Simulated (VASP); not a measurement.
# C in VASP: a series of runs

Runs on C. Level: PBE+D3(BJ). Tasks: single point.

All numbers are computed with VASP 6.6.1; they aren't measurements. Logs are shortened: lines on timing, memory, paths and dates and some standing lists are left out, and cuts for length are marked.

## 1. The cell of the first run

The cell holds a slab with vacuum, 4 atoms: a = 2.219 Å, b = 2.219 Å, c = 23.922 Å, α = 90.00°, β = 90.00°, γ = 120.00°.

## 2. Single point, PBE+D3(BJ) (strain -0.1000 x Voigt [1, 1, 0, 0, 0, 0])

Contents of INCAR:

```
  ALGO = Normal
  EDIFF = 1E-6
  ENCUT = 600
  GGA = PE
  GGA_COMPAT = False
  ISIF = 2
  ISMEAR = 0
  IVDW = 12
  LASPH = True
  LCHARG = False
  LREAL = False
  LWAVE = False
  NBANDS = 16
  NELM = 120
  PREC = Accurate
  SIGMA = 0.15
```

Contents of KPOINTS:

```
k-points
0
Gamma
  24 24 2
```

Contents of POSCAR:

```
C
1.0
    2.2187410705      0.0000000000      0.0000000000
   -1.1093705352      1.9214861315      0.0000000000
    0.0000000000      0.0000000000     23.9222939139
C
4
Direct
    0.0000000000      0.0000000000      0.5711557753
    0.0000000000      0.0000000000      0.4288442247
    0.3333333333      0.6666666667      0.4288237756
    0.6666666667      0.3333333333      0.5711762244
```

Potentials or basis: VASP PAW PBE potentials, release 64 (C).

Started as:

```bash
cat potpaw_PBE.64/C/POTCAR > POTCAR
mpirun -np 1 vasp_std > vasp.out
```

OUTCAR:

```text
EDIFF = 1E-6
   ENCUT = 600
   GGA = PE
   ISIF = 2
   ISMEAR = 0
   IVDW = 12
   LASPH = True
   LREAL = False
   NELM = 120
   PREC = Accurate
 IVDW          = 12

 ion  position               nearest neighbor table
   1  0.000  0.000  0.571-   4 1.28   4 1.28   4 1.28
   2  0.000  0.000  0.429-   3 1.28   3 1.28   3 1.28
   3  0.333  0.667  0.429-   2 1.28   2 1.28   2 1.28
   4  0.667  0.333  0.571-   1 1.28   1 1.28   1 1.28

  LATTYP: Found a hexagonal cell.
 ALAT       =     2.2187410705
 C/A-ratio  =    10.7819223396

  Lattice vectors:

 A1 = (   2.2187410705,   0.0000000000,   0.0000000000)
 A2 = (  -1.1093705352,   1.9214861315,   0.0000000000)
 A3 = (   0.0000000000,   0.0000000000,  23.9222939139)

Analysis of symmetry for initial positions (statically):
=====================================================================
 Subroutine PRICEL returns:
 Original cell was already a primitive cell.

 Routine SETGRP: Setting up the symmetry group for a
 hexagonal supercell.

 Subroutine GETGRP returns: Found 12 space group operations
 (whereof 12 operations were pure point group operations)
 out of a pool of 24 trial point group operations.

The static configuration has the point symmetry D_3d.

Analysis of symmetry for dynamics (positions and initial velocities):
=====================================================================
 Subroutine PRICEL returns:
 Original cell was already a primitive cell.

 Routine SETGRP: Setting up the symmetry group for a
 hexagonal supercell.

 Subroutine GETGRP returns: Found 12 space group operations
 (whereof 12 operations were pure point group operations)
 out of a pool of 24 trial point group operations.

The dynamic configuration has the point symmetry D_3d.

 Subroutine INISYM returns: Found 12 space group operations
 (whereof 12 operations are pure point group operations),
 and found     1 'primitive' translations

----------------------------------------------------------------------------------------

                                     Primitive cell

  volume of cell :     101.9874

  direct lattice vectors                    reciprocal lattice vectors
     2.218741071  0.000000000  0.000000000     0.450706039  0.260215253  0.000000000
    -1.109370535  1.921486132  0.000000000     0.000000000  0.520430506  0.000000000
     0.000000000  0.000000000 23.922293914     0.000000000  0.000000000  0.041802011

  length of vectors
[... 88 lines left out ...]
   EDIFFG = 0.1E-04   stopping-criterion for IOM
   NSW    =      0    number of steps for IOM
   IBRION =     -1    ionic relax: 0-MD 1-quasi-New 2-CG
   NFREE  =      0    steps in history (QN), initial steepest desc. (CG)
   ISIF   =      2    stress and relaxation
   ISYM   =      2    0-nonsym 1-usesym 2-fastsym
   POTIM  = 0.5000    time-step for ionic-motion
   TEBEG  =    0.0;   TEEND  =   0.0 temperature during run
   PSTRESS=    0.0 pullay stress
   NELECT =      16.0000    total number of electrons
   NUPDOWN=      -1.0000    fix difference up-down
   EMIN   =  10.00;   EMAX   =-10.00  energy-range for DOS
   EFERMI =   0.00;   METHOD = LEGACY
   ISMEAR =     0;   SIGMA  =   0.15  broadening in eV -4-tet -1-fermi 0-gaus
   EFERMI_NEDOS =   21; number of points for ismear=-14 and -15
   IALGO  =     38    algorithm
   IMIX   =      4    mixing-type and parameters
     AMIX     =   0.40;   BMIX     =  1.00
     AMIX_MAG =   1.60;   BMIX_MAG =  1.00
  volume/ion in A,a.u.               =      25.50       172.06
  Fermi-wavevector in a.u.,A,eV,Ry     =   0.882943  1.668520 10.606940  0.779588
  Thomas-Fermi vector in A             =   2.003642
   LORBIT       =      0    0 simple, 1 ext, 2 COOP (PROOUT), +10 PAW based schemes
   GGA     = PE    functional components
   LHFCALC =     F    Hartree Fock is set to
   AEXX    =    0.0000 exact exchange contribution
   IVDW    =    12    specifies the selected vdW correction
   LEPSILON=     F    determine dielectric tensor
   LRPA    =     F    only Hartree local field effects (RPA)
 non-spin polarized calculation
 Gauss-broadening in eV      SIGMA  =   0.15
  energy-cutoff  :      600.00
  volume of cell :      101.99
 maximum number of plane-waves:      3492
 NGX is ok and might be reduce to    18
   NGX =  9   NGY =  9   NGZ = 95

 number of electron      16.0000001 magnetization

 Free energy of the ion-electron system (eV)
  ---------------------------------------------------
  ext. energy  EPLUGINS =         0.00000000
  ---------------------------------------------------
  free energy    TOTEN  =       -33.26974339 eV

  energy without entropy =      -33.26912813  energy(sigma->0) =      -33.26943576

 E-fermi :  -0.4243     XC(G=0):  -3.4567

 val. band max:       -0.4245835646   @ k =   0.3333   0.3333   0.5000
 cond. band min:      -0.1541856259   @ k =   0.3333   0.3333   0.5000
 fundamental gap:      0.2703979387
 Fermi energy:        -0.4242559199

 k-point     1 :       0.0000    0.0000    0.0000
  band No.  band energies     occupation
      1     -22.6685      2.00000
      2     -22.5538      2.00000
      3     -10.8077      2.00000
      4     -10.0181      2.00000
      5      -3.1717      2.00000
      6      -3.1717      2.00000
[... 433 lines left out ...]
      3     -15.2411      2.00000
      4     -15.1765      2.00000
      5      -7.8378      2.00000
      6      -7.8231      2.00000
[... 8 lines left out ...]
     15      12.1848      0.00000
     16      12.3694      0.00000

 [... further k-points ...]

------------------------ aborting loop because EDIFF is reached ----------------------------------------

 Edisp (eV)   -0.44502

 E8    (eV) :    -0.1330

  FORCE on cell =-STRESS in cart. coord.  units (eV):
  Direction    XX          YY          ZZ          XY          YZ          ZX
  --------------------------------------------------------------------------------------
  -------------------------------------------------------------------------------------
  Total      36.16515    36.16515    -0.16361     0.00000     0.00000     0.00000
  in kB     568.13834   568.13834    -2.57019     0.00000     0.00000     0.00000
  external pressure =      377.90 kB  Pullay stress =        0.00 kB

 VOLUME and BASIS-vectors are now :
 -----------------------------------------------------------------------------
  energy-cutoff  :      600.00
  volume of cell :      101.99
      direct lattice vectors                 reciprocal lattice vectors
     2.218741071  0.000000000  0.000000000     0.450706039  0.260215253  0.000000000
    -1.109370535  1.921486132  0.000000000     0.000000000  0.520430506  0.000000000
     0.000000000  0.000000000 23.922293914     0.000000000  0.000000000  0.041802011

 POSITION                                       TOTAL-FORCE (eV/Angst)
 -----------------------------------------------------------------------------------
      0.00000      0.00000     13.66336         0.000000      0.000000     -0.007075
      0.00000      0.00000     10.25894        -0.000000      0.000000      0.007075
     -0.00000      1.28099     10.25845         0.000000      0.000000      0.011944
      1.10937      0.64050     13.66385        -0.000000     -0.000000     -0.011944
 -----------------------------------------------------------------------------------
    total drift:                               -0.000000     -0.000000      0.000000

  FREE ENERGIE OF THE ION-ELECTRON SYSTEM (eV)
  ---------------------------------------------------
  free  energy   TOTEN  =       -33.7147652307 eV

  energy  without entropy=      -33.7141499709  energy(sigma->0) =      -33.71445760
```

Wall time 2.8 min (1 thread of AMD EPYC 9R45 (Zen 5), shared host); peak memory 0.32 GiB.

Results:

```
Free energy                : -33.7148 eV
Largest force              : 0.012 eV/Å
Band gap on the k mesh     : zero (filled and empty bands touch)
Dispersion energy per atom : -0.111 eV
```

Forces on the atoms (eV/Å):
```
C    0.000  0.000 -0.007
C    0.000  0.000  0.007
C    0.000  0.000  0.012
C    0.000  0.000 -0.012
```

Caveat: the cell differs from its parent crystal (strain -0.1000 x Voigt [1, 1, 0, 0, 0, 0]); there is no dipole correction, which matters where the two faces differ.

## 3. Single point, PBE+D3(BJ) (strain -0.0750 x Voigt [1, 1, 0, 0, 0, 0])

Contents of INCAR:

```
ALGO = Normal
EDIFF = 1E-6
ENCUT = 600
GGA = PE
GGA_COMPAT = F
ISIF = 2
ISMEAR = 0
IVDW = 12
LASPH = T
LCHARG = T
LELF = T
LREAL = F
LVHAR = T
LWAVE = F
NBANDS = 16
NELM = 120
PREC = Accurate
SIGMA = 0.15
```

KPOINTS is that of step 2.

POSCAR: that of step 2 with these lines changed.

```diff
@@ -2,4 +2,4 @@
 1.0
-    2.2187410705      0.0000000000      0.0000000000
-   -1.1093705352      1.9214861315      0.0000000000
+    2.2803727669      0.0000000000      0.0000000000
+   -1.1401863834      1.9748607462      0.0000000000
     0.0000000000      0.0000000000     23.9222939139
```

Potentials or basis: VASP PAW PBE potentials, release 64 (C).

Started as:

```bash
cat potpaw_PBE.64/C/POTCAR > POTCAR
mpirun -np 1 vasp_std > vasp.out
```

It took 2.7 min on 1 thread of AMD EPYC 9R45 (Zen 5), shared host; peak memory 0.33 GiB.

It converged, with:

```
Free energy                : -35.4046 eV
Largest force              : 0.007 eV/Å
Band gap on the k mesh     : zero (filled and empty bands touch)
Dispersion energy per atom : -0.108 eV
```

Forces in eV/Å, atoms in the order of the input:
```
C    0.000  0.000 -0.001
C    0.000  0.000  0.001
C    0.000  0.000  0.007
C    0.000  0.000 -0.007
```

Levels at points of the mesh, in eV from the Fermi level:
```csv
k point,band 4,band 5,band 6,band 7,band 8,band 9,band 10,band 11,band 12,band 13
"(0.00, 0.00, 0.00)",-8.91,-2.86,-2.86,-2.85,-2.85,2.62,3.03,3.56,4.32,4.70
"(0.50, 0.00, 0.00)",-14.82,-7.06,-7.04,-3.01,-2.72,1.60,1.95,9.77,9.93,11.72
"(0.00, 0.00, 0.50)",-8.91,-2.86,-2.86,-2.85,-2.85,2.62,3.01,3.62,4.12,5.15
"(0.50, 0.00, 0.50)",-14.82,-7.06,-7.04,-3.01,-2.72,1.60,1.95,9.77,9.93,11.72
```

Caveat: the cell differs from its parent crystal (strain -0.0750 x Voigt [1, 1, 0, 0, 0, 0]); there is no dipole correction, which matters where the two faces differ.

The gap in the log of VASP goes by the Fermi energy; the results here count the filled bands.